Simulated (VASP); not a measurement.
# TiAl (P-6m2) in VASP: further runs

Runs on TiAl. Level: LDA. Tasks: single point.

Program: VASP 6.6.1. These are calculated values, not measurements. Logs are shortened: lines on timing, memory, paths and dates and some standing lists are left out, and cuts for length are marked.

## Step 1: The cell of the first run

Symmetry: P-6m2, No. 187, hexagonal system. Conventional cell: a = 2.735 Å, b = 2.735 Å, c = 4.464 Å, α = 90.00°, β = 90.00°, γ = 120.00°. Ti (site symmetry -6m2) has 6 Al at 2.73 Å and 6 Ti at 2.73 Å within 3.6 Å. Al (site symmetry -6m2) has 6 Ti at 2.73 Å and 6 Al at 2.73 Å within 3.6 Å.

## Step 2: Single point, LDA, collinear spin (14.46 Å³/atom)

Input file INCAR:

```
SYSTEM = TiAl
ALGO = Fast
EDIFF = 1E-6
ENCUT = 520
ISIF = 2
ISMEAR = 0
ISPIN = 2
LASPH = .TRUE.
LCHARG = .TRUE.
LELF = .TRUE.
LMAXMIX = 4
LORBIT = 11
LREAL = .FALSE.
LVHAR = .TRUE.
LWAVE = .FALSE.
MAGMOM = 1 0
NBANDS = 18
NELM = 150
NUPDOWN = 1.0
PREC = Accurate
SIGMA = 0.15
```

Input file KPOINTS:

```
k-points
0
G
  21 21 12
  0 0 0
```

Input file POSCAR:

```
TiAl
1.0
    2.7349265319      0.0000000000      0.0000000000
   -1.3674632659      2.3685158541      0.0000000000
    0.0000000000      0.0000000000      4.4642272374
Ti Al
1 1
Direct
    0.0000000000      0.0000000000      0.0000000000
    0.3333333333      0.6666666667      0.5000000000
```

Potentials or basis: VASP PAW LDA potentials, release 64 (Ti_sv, Al).

Command:

```
> cat potpaw_LDA.64/Ti_sv/POTCAR potpaw_LDA.64/Al/POTCAR > POTCAR
> mpirun -np 1 vasp_std > vasp.out
```

OUTCAR:

```text
SYSTEM = TiAl
   EDIFF = 1E-6
   ENCUT = 520
   ISIF = 2
   ISMEAR = 0
   ISPIN = 2
   LASPH = .TRUE.
   LORBIT = 11
   LREAL = .FALSE.
   NELM = 150
   NUPDOWN = 1.0
   PREC = Accurate

 ion  position               nearest neighbor table
   1  0.000  0.000  0.000-   2 2.73   2 2.73   2 2.73   2 2.73   2 2.73   2 2.73
   2  0.333  0.667  0.500-   1 2.73   1 2.73   1 2.73   1 2.73   1 2.73   1 2.73

  LATTYP: Found a hexagonal cell.
 ALAT       =     2.7349265319
 C/A-ratio  =     1.6323024349

  Lattice vectors:

 A1 = (   2.7349265319,   0.0000000000,   0.0000000000)
 A2 = (  -1.3674632659,   2.3685158541,   0.0000000000)
 A3 = (   0.0000000000,   0.0000000000,   4.4642272374)

Analysis of symmetry for initial positions (statically):
=====================================================================
 Subroutine PRICEL returns:
 Original cell was already a primitive cell.

 Routine SETGRP: Setting up the symmetry group for a
 hexagonal supercell.

 Subroutine GETGRP returns: Found 12 space group operations
 (whereof 12 operations were pure point group operations)
 out of a pool of 24 trial point group operations.

The static configuration has the point symmetry D_3h.

Analysis of symmetry for dynamics (positions and initial velocities):
=====================================================================
 Subroutine PRICEL returns:
 Original cell was already a primitive cell.

 Routine SETGRP: Setting up the symmetry group for a
 hexagonal supercell.

 Subroutine GETGRP returns: Found 12 space group operations
 (whereof 12 operations were pure point group operations)
 out of a pool of 24 trial point group operations.

The dynamic configuration has the point symmetry D_3h.

Analysis of structural, dynamic, and magnetic symmetry:
=====================================================================
 Subroutine PRICEL returns:
 Original cell was already a primitive cell.

 Routine SETGRP: Setting up the symmetry group for a
 hexagonal supercell.

 Subroutine GETGRP returns: Found 12 space group operations
 (whereof 12 operations were pure point group operations)
 out of a pool of 24 trial point group operations.

The overall configuration has the point symmetry D_3h.

 Subroutine INISYM returns: Found 12 space group operations
 (whereof 12 operations are pure point group operations),
 and found     1 'primitive' translations

----------------------------------------------------------------------------------------

                                     Primitive cell

  volume of cell :      28.9180

  direct lattice vectors                    reciprocal lattice vectors
     2.734926532  0.000000000  0.000000000     0.365640535  0.211102661  0.000000000
    -1.367463266  2.368515854  0.000000000     0.000000000  0.422205322  0.000000000
     0.000000000  0.000000000  4.464227237     0.000000000  0.000000000  0.224002934

  length of vectors
     2.734926532  2.734926532  4.464227237     0.422205322  0.422205322  0.224002934

  position of ions in fractional coordinates (direct lattice)
     0.000000000  0.000000000  0.000000000
     0.333333333  0.666666667  0.500000000

  ion indices of the primitive-cell ions
   primitive index   ion index
                 1           1
                 2           2

----------------------------------------------------------------------------------------

 KPOINTS: k-points

Automatic generation of k-mesh.
 Grid dimensions read from file:
 generate k-points for:   21   21   12

 Generating k-lattice:

  Cartesian coordinates                     Fractional coordinates (reciprocal lattice)
     0.017411454  0.010052508  0.000000000     0.047619048  0.000000000  0.000000000
     0.000000000  0.020105015  0.000000000     0.000000000  0.047619048  0.000000000
     0.000000000  0.000000000  0.018666911     0.000000000  0.000000000  0.083333333

  Length of vectors
     0.020105015  0.020105015  0.018666911

  Shift w.r.t. Gamma in fractional coordinates (k-lattice)
     0.000000000  0.000000000  0.000000000

 Subroutine IBZKPT returns following result:
 ===========================================

 Found    336 irreducible k-points:

 Following reciprocal coordinates:
            Coordinates               Weight
  0.000000  0.000000  0.000000      1.000000
  0.047619 -0.000000  0.000000      6.000000
  0.095238  0.000000  0.000000      6.000000
  0.142857  0.000000  0.000000      6.000000
  0.190476  0.000000  0.000000      6.000000
  0.238095  0.000000  0.000000      6.000000
[... 16 lines left out ...]
  0.142857  0.095238  0.000000     12.000000
  0.190476  0.095238  0.000000     12.000000
 [... further k-points ...]
   k-points           NKPTS =    336   k-points in BZ     NKDIM =    336   number of bands    NBANDS=     18
   number of dos      NEDOS =    301   number of ions     NIONS =      2
   total plane-waves  NPLWV =  14400
   dimension x,y,z NGX =    20 NGY =   20 NGZ =   36
   dimension x,y,z NGXF=    40 NGYF=   40 NGZF=   72
   ions per type =               1   1
   NGX,Y,Z   is equivalent  to a cutoff of  12.16, 12.16, 13.41 a.u.
   NGXF,Y,Z  is equivalent  to a cutoff of  24.31, 24.31, 26.81 a.u.
 SYSTEM =  TiAl
   PREC   = accura    normal or accurate (medium, high low for compatibility)
   ISTART =      0    job   : 0-new  1-cont  2-samecut
   ICHARG =      2    charge: 1-file 2-atom 10-const
   ISPIN  =      2    spin polarized calculation?
   LNONCOLLINEAR =      F non collinear calculations
   LSORBIT =      F    spin-orbit coupling
   LASPH  =      T    aspherical Exc in radial PAW
   ENCUT  =  520.0 eV  38.22 Ry    6.18 a.u.   5.09  5.09  8.30*2*pi/ulx,y,z
   NELM   =    150;   NELMIN=  2; NELMDL= -5     # of ELM steps
   EDIFF  = 0.1E-05   stopping-criterion for ELM
   LREAL  =      F    real-space projection
   EDIFFG = 0.1E-04   stopping-criterion for IOM
   NSW    =      0    number of steps for IOM
   IBRION =     -1    ionic relax: 0-MD 1-quasi-New 2-CG
   NFREE  =      0    steps in history (QN), initial steepest desc. (CG)
   ISIF   =      2    stress and relaxation
   ISYM   =      2    0-nonsym 1-usesym 2-fastsym
   POTIM  = 0.5000    time-step for ionic-motion
   TEBEG  =    0.0;   TEEND  =   0.0 temperature during run
   PSTRESS=    0.0 pullay stress
   NELECT =      15.0000    total number of electrons
   NUPDOWN=       1.0000    fix difference up-down
   EMIN   =  10.00;   EMAX   =-10.00  energy-range for DOS
   EFERMI =   0.00;   METHOD = LEGACY
   ISMEAR =     0;   SIGMA  =   0.15  broadening in eV -4-tet -1-fermi 0-gaus
   EFERMI_NEDOS =   21; number of points for ismear=-14 and -15
   IALGO  =     68    algorithm
   IMIX   =      4    mixing-type and parameters
     AMIX     =   0.40;   BMIX     =  1.00
     AMIX_MAG =   1.60;   BMIX_MAG =  1.00
  volume/ion in A,a.u.               =      14.46        97.57
  Fermi-wavevector in a.u.,A,eV,Ry     =   1.315374  2.485696 23.540910  1.730208
  Thomas-Fermi vector in A             =   2.445561
   LORBIT       =     11    0 simple, 1 ext, 2 COOP (PROOUT), +10 PAW based schemes
   GGA     = CA    functional components
   LHFCALC =     F    Hartree Fock is set to
   AEXX    =    0.0000 exact exchange contribution
   IVDW    =     0    specifies the selected vdW correction
   LEPSILON=     F    determine dielectric tensor
   LRPA    =     F    only Hartree local field effects (RPA)
 spin polarized calculation
 RMM-DIIS sequential band-by-band and
 Gauss-broadening in eV      SIGMA  =   0.15
  energy-cutoff  :      520.00
  volume of cell :       28.92
 maximum number of plane-waves:       791
   NGX = 11   NGY = 11   NGZ = 17

 number of electron      14.9999998 magnetization       1.0000000

 Free energy of the ion-electron system (eV)
  ---------------------------------------------------
  ext. energy  EPLUGINS =         0.00000000
  ---------------------------------------------------
  free energy    TOTEN  =       -13.04912808 eV

  energy without entropy =      -13.03273578  energy(sigma->0) =      -13.04093193

 E-fermi :   8.9936     XC(G=0): -11.7635

 val. band max:        9.6188557864   @ k =   0.2381   0.0000   0.4167
 cond. band min:       8.9945895823   @ k =   0.0952   0.0476   0.3333
 fundamental gap:     -0.6242662041
 Fermi energy:         9.6322571207

 spin component 1

 k-point     1 :       0.0000    0.0000    0.0000
  band No.  band energies     occupation
      1     -46.5297      1.00000
      2     -23.2763      1.00000
      3     -22.6422      1.00000
      4     -22.6422      1.00000
      5      -0.5643      1.00000
      6       6.4705      1.00000
[... 10 lines left out ...]
     17      24.2520      0.00000
     18      28.0729      0.00000
[... 463 lines left out ...]
 k-point    24 :       0.1905    0.0952    0.0000
  band No.  band energies     occupation
      1     -46.4411      1.00000
      2     -23.1940      1.00000
      3     -23.1063      1.00000
      4     -22.7701      1.00000
      5       1.1274      1.00000
      6       7.1804      1.00000
[... 10 lines left out ...]
     17      25.4897      0.00000
     18      27.0219      0.00000

 [... further k-points ...]

 spin component 2

 k-point     1 :       0.0000    0.0000    0.0000
  band No.  band energies     occupation
      1     -46.0465      1.00000
      2     -22.8349      1.00000
      3     -22.1413      1.00000
      4     -22.1413      1.00000
      5      -0.2938      1.00000
      6       7.0505      1.00000
[... 10 lines left out ...]
     17      24.6362      0.00000
     18      27.8151      0.00000
[... 463 lines left out ...]
 k-point    24 :       0.1905    0.0952    0.0000
  band No.  band energies     occupation
      1     -45.9587      1.00000
      2     -22.7527      1.00000
      3     -22.6011      1.00000
      4     -22.2682      1.00000
      5       1.3938      1.00000
      6       7.5371      1.00000
[... 10 lines left out ...]
     17      25.8025      0.00000
     18      27.3819      0.00000

 [... further k-points ...]
[... 5 lines left out ...]
  --------------------------------------------------------------------------------------
  -------------------------------------------------------------------------------------
  Total        2.4463093      2.4463093      1.9943547      0.0000000      0.0000000      0.0000000
  in kB      135.5356991    135.5356991    110.4955365      0.0000000      0.0000000      0.0000000
  external PRESSURE =     127.1889782 kB  Pullay stress =       0.0000000 kB

 VOLUME and BASIS-vectors are now :
 -----------------------------------------------------------------------------
  energy-cutoff  :      520.00
  volume of cell :       28.92
      direct lattice vectors                 reciprocal lattice vectors
     2.734926532  0.000000000  0.000000000     0.365640535  0.211102661  0.000000000
    -1.367463266  2.368515854  0.000000000     0.000000000  0.422205322  0.000000000
     0.000000000  0.000000000  4.464227237     0.000000000  0.000000000  0.224002934

 POSITION                                       TOTAL-FORCE (eV/Angst)
 -----------------------------------------------------------------------------------
      0.00000      0.00000      0.00000         0.000000      0.000000      0.000000
     -0.00000      1.57901      2.23211         0.000000     -0.000000      0.000000
 -----------------------------------------------------------------------------------
    total drift:                                0.000000     -0.000000      0.000000

  FREE ENERGIE OF THE ION-ELECTRON SYSTEM (eV)
  ---------------------------------------------------
  free  energy   TOTEN  =       -13.0491280783 eV

  energy  without entropy=      -13.0327357811  energy(sigma->0) =      -13.04093193

 total charge

# of ion       s       p       d       tot
------------------------------------------
    1        2.247   6.163   2.066  10.476
    2        0.447   0.436   0.000   0.883
--------------------------------------------------
tot          2.694   6.599   2.066  11.359

 magnetization (x)

# of ion       s       p       d       tot
------------------------------------------
    1        0.010   0.061   0.534   0.604
    2        0.005   0.030   0.000   0.035
--------------------------------------------------
tot          0.015   0.091   0.534   0.639
```

Run time: 2.7 min. Hardware: 1 thread of Intel Xeon 6975P-C (Granite Rapids), shared host; peak memory 0.34 GiB.

What came out:

```
Free energy                                           : -13.0491 eV
Pressure                                              : 12.7 GPa
Net moment                                            : 1.00 μB per cell
Site moments                                          : Ti +0.60; Al +0.04 μB
Valence electrons inside the program's atomic spheres : Ti 10.48; Al 0.88
```

Caveat: the cell stands under pressure; the total moment is fixed, so each spin has its own Fermi level.

## Step 3: Single point, LDA, collinear spin (17.60 Å³/atom)

This run uses another cell than the first one, of 17.60 Å³/atom.

Input file INCAR:

```
PREC = Accurate
ENCUT = 520
EDIFF = 1E-6
ISMEAR = 0
SIGMA = 0.15
LREAL = False
LASPH = True
NELM = 150
ALGO = Normal
ISIF = 2
LWAVE = False
LCHARG = True
ISPIN = 2
MAGMOM = 0.625 0
LORBIT = 11
NUPDOWN = 0.625
LMAXMIX = 4
GGA = CA
LELF = True
LVHAR = True
NBANDS = 18
```

Input file KPOINTS:

```
Automatic mesh
0
Gamma
  21 21 12
```

Input file POSCAR:

```
TiAl
1.0
    2.9202514666      0.0000000000      0.0000000000
   -1.4601257333      2.5290119555      0.0000000000
    0.0000000000      0.0000000000      4.7667335796
Ti Al
1 1
Direct
    0.0000000000      0.0000000000      0.0000000000
    0.3333333333      0.6666666667      0.5000000000
```

Potentials or basis: VASP PAW LDA potentials, release 64 (Ti_sv, Al).

Command:

```
> cat potpaw_LDA.64/Ti_sv/POTCAR potpaw_LDA.64/Al/POTCAR > POTCAR
> mpirun -np 1 vasp_std > vasp.out
```

OUTCAR:

```text
PREC = Accurate
   ENCUT = 520
   EDIFF = 1E-6
   ISMEAR = 0
   LREAL = False
   LASPH = True
   NELM = 150
   ISIF = 2
   ISPIN = 2
   LORBIT = 11
   NUPDOWN = 0.625
   GGA = CA

 ion  position               nearest neighbor table
   1  0.000  0.000  0.000-   2 2.92   2 2.92   2 2.92   2 2.92   2 2.92   2 2.92
   2  0.333  0.667  0.500-   1 2.92   1 2.92   1 2.92   1 2.92   1 2.92   1 2.92

  LATTYP: Found a hexagonal cell.
 ALAT       =     2.9202514666
 C/A-ratio  =     1.6323024350

  Lattice vectors:

 A1 = (   2.9202514666,   0.0000000000,   0.0000000000)
 A2 = (  -1.4601257333,   2.5290119555,   0.0000000000)
 A3 = (   0.0000000000,   0.0000000000,   4.7667335796)

Analysis of symmetry for initial positions (statically):
=====================================================================
 Subroutine PRICEL returns:
 Original cell was already a primitive cell.

 Routine SETGRP: Setting up the symmetry group for a
 hexagonal supercell.

 Subroutine GETGRP returns: Found 12 space group operations
[... 694 lines left out ...]

 spin component 2

 k-point     1 :       0.0000    0.0000    0.0000
  band No.  band energies     occupation
      1     -48.6820      1.00000
      2     -25.3982      1.00000
      3     -24.9970      1.00000
      4     -24.9970      1.00000
      5      -1.4617      1.00000
      6       5.0520      1.00000
[... 493 lines left out ...]
     17      21.8576      0.00000
     18      22.7536      0.00000

 [... further k-points ...]
[... 5 lines left out ...]
  --------------------------------------------------------------------------------------
  -------------------------------------------------------------------------------------
  Total       -2.0376131     -2.0376131     -2.7621125      0.0000000     -0.0000000     -0.0000000
  in kB      -92.7342773    -92.7342773   -125.7071345      0.0000000     -0.0000000     -0.0000000
  external PRESSURE =    -103.7252297 kB  Pullay stress =       0.0000000 kB

 VOLUME and BASIS-vectors are now :
 -----------------------------------------------------------------------------
  energy-cutoff  :      520.00
  volume of cell :       35.20
      direct lattice vectors                 reciprocal lattice vectors
     2.920251467  0.000000000  0.000000000     0.342436263  0.197705669  0.000000000
    -1.460125733  2.529011956  0.000000000     0.000000000  0.395411338  0.000000000
     0.000000000  0.000000000  4.766733580     0.000000000  0.000000000  0.209787265

 POSITION                                       TOTAL-FORCE (eV/Angst)
 -----------------------------------------------------------------------------------
      0.00000      0.00000      0.00000        -0.000000      0.000000      0.000000
     -0.00000      1.68601      2.38337         0.000000      0.000000      0.000000
 -----------------------------------------------------------------------------------
    total drift:                                0.000000     -0.000000      0.000000

  FREE ENERGIE OF THE ION-ELECTRON SYSTEM (eV)
  ---------------------------------------------------
  free  energy   TOTEN  =       -13.0999570519 eV

  energy  without entropy=      -13.0763210455  energy(sigma->0) =      -13.08813905

 total charge

# of ion       s       p       d       tot
------------------------------------------
    1        2.211   6.114   1.898  10.223
    2        0.436   0.361   0.000   0.797
--------------------------------------------------
tot          2.647   6.476   1.898  11.020

 magnetization (x)

# of ion       s       p       d       tot
------------------------------------------
    1        0.005   0.031   0.340   0.376
    2        0.001   0.012   0.000   0.013
--------------------------------------------------
tot          0.006   0.043   0.340   0.389
```

OSZICAR:

```text
N       E                     dE             d eps       ncg     rms          rms(c)
DAV:   1     0.106050242075E+03    0.10605E+03   -0.65965E+03 24232   0.824E+02
DAV:   2    -0.837459971002E+01   -0.11442E+03   -0.10864E+03 24554   0.246E+02
DAV:   3    -0.144873125267E+02   -0.61127E+01   -0.59849E+01 33508   0.552E+01
DAV:   4    -0.146494695715E+02   -0.16216E+00   -0.16155E+00 28648   0.809E+00
DAV:   5    -0.146542831573E+02   -0.48136E-02   -0.48127E-02 29778   0.135E+00    0.891E+00
DAV:   6    -0.134548463004E+02    0.11994E+01   -0.37888E+00 27644   0.230E+01    0.401E+00
DAV:   7    -0.131399988046E+02    0.31485E+00   -0.55977E-01 28518   0.836E+00    0.181E+00
DAV:   8    -0.131060348334E+02    0.33964E-01   -0.12188E-01 27516   0.344E+00    0.883E-01
DAV:   9    -0.130999548099E+02    0.60800E-02   -0.25875E-02 28578   0.205E+00    0.343E-01
DAV:  10    -0.131001958563E+02   -0.24105E-03   -0.17880E-03 27586   0.365E-01    0.156E-01
DAV:  11    -0.130999311332E+02    0.26472E-03   -0.76277E-04 30342   0.281E-01    0.518E-02
DAV:  12    -0.130999831974E+02   -0.52064E-04   -0.13842E-04 33426   0.886E-02    0.441E-02
DAV:  13    -0.130999582773E+02    0.24920E-04   -0.32896E-05 27452   0.635E-02    0.896E-03
DAV:  14    -0.130999571799E+02    0.10974E-05   -0.36650E-06 29728   0.150E-02    0.426E-03
DAV:  15    -0.130999570519E+02    0.12804E-06   -0.59639E-07 14062   0.883E-03
   1 F= -.13099957E+02 E0= -.13088139E+02  d E =-.236360E-01  mag=     0.6250
```

stdout:

```text
POSCAR found type information on POSCAR TiAl
 POSCAR found :  2 types and       2 ions
 scaLAPACK will be used
 LDA part: xc-table for (Slater(with rela. corr.)+CA(PZ))
 , standard interpolation
 POSCAR, INCAR and KPOINTS ok, starting setup
 FFT: planning ... GRIDC
 FFT: planning ... GRID_SOFT
 FFT: planning ... GRID
 WAVECAR not read
 entering main loop
```

Wall time 2.5 min (1 thread of Intel Xeon 6975P-C (Granite Rapids), shared host); peak memory 0.39 GiB.

What came out:

| Property | Result |
| --- | --- |
| Free energy | -13.1000 eV |
| Pressure | -10.4 GPa |
| Net moment | 0.62 μB per cell |
| Site moments | Ti +0.38; Al +0.01 μB |
| Valence electrons inside the program's atomic spheres | Ti 10.22; Al 0.80 |

Caveat: the cell stands under tension; the total moment is fixed, so each spin has its own Fermi level.
